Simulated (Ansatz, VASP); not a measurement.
One calculation of Ni, two programs

```
Ni
1.0
     0.00000    1.76725    1.76725
     1.76725    0.00000    1.76725
     1.76725    1.76725    0.00000
Ni
1
Direct
  0.00000 0.00000 0.00000
```

Alike in both runs: task single point; functional r2SCAN; k mesh 14 × 14 × 14; occupations fermi-dirac, width 0.01 eV; collinear spin.

|  | VASP | Ansatz |
| --- | --- | --- |
| version | VASP 6.6.1 | Ansatz 0.2.0 |
| potentials or method | VASP PAW PBE potentials, release 64 (Ni), cutoff 520 eV | PAW, plane waves, scalar-relativistic |
| valence electrons in the cell | 10 | 18 |

|  | VASP | Ansatz | Ansatz less VASP |
| --- | --- | --- | --- |
| pressure (GPa) | -8.8 | -9.3 | -0.51 |
| net moment per atom (μB) | 0.75 | 0.76 | +0.011 |
| size of the moment on the site where the two differ most (μB) | 0.78 | 0.83 | +0.056 |

VASP's potentials were made for PBE, not for r2SCAN. Site moments also hang on the region over which each program counts them. VASP's potentials hold 10 valence electrons a cell and Ansatz's 18, so a difference there can come from the potentials and not from the codes. Ansatz's warnings: stability check not made.
